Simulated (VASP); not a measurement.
A run of VASP 6.6.1 is set up as follows.

File INCAR:

```
ALGO     = Normal         # electronic algorithm
EDIFF    = 1E-6           # SCF threshold, eV
ENCUT    = 500            # plane-wave cutoff, eV
GGA_COMPAT= False        
ISIF     = 2              # what is computed and relaxed
ISMEAR   = 0              # smearing method
LASPH    = True           # aspherical terms in the spheres
LCHARG   = False          # write CHGCAR
LREAL    = False          # projectors in reciprocal space
LWAVE    = False          # write WAVECAR
NBANDS   = 12             # bands
NELM     = 120            # most SCF steps
PREC     = Accurate       # precision mode
SIGMA    = 0.15           # smearing width, eV
```

Contents of KPOINTS:

```
k-points
0
Gamma
  20 20 20
```

File POSCAR:

```
Nb
1.0
   -1.6639500000      1.4143575000      1.6639500000
    1.6639500000     -1.4143575000      1.6639500000
    1.6639500000      1.4143575000     -1.6639500000
Nb
1
Direct
    0.0000000000      0.0000000000      0.0000000000
```

Potentials or basis: VASP PAW LDA potentials, release 64 (Nb_sv).

Launch:

```console
$ cat potpaw_LDA.64/Nb_sv/POTCAR > POTCAR
$ mpirun -np 1 vasp_std > vasp.out
```

Question: Estimate the pressure.

Answer: 23.2 GPa.

Stress tensor (GPa, compression positive):
```
14.57  0.00  0.00
 0.00 40.47  0.00
 0.00  0.00 14.57
```

Caveat: the cell differs from its parent crystal (strain -0.1500 x Voigt [0, 1, 0, 0, 0, 0]).
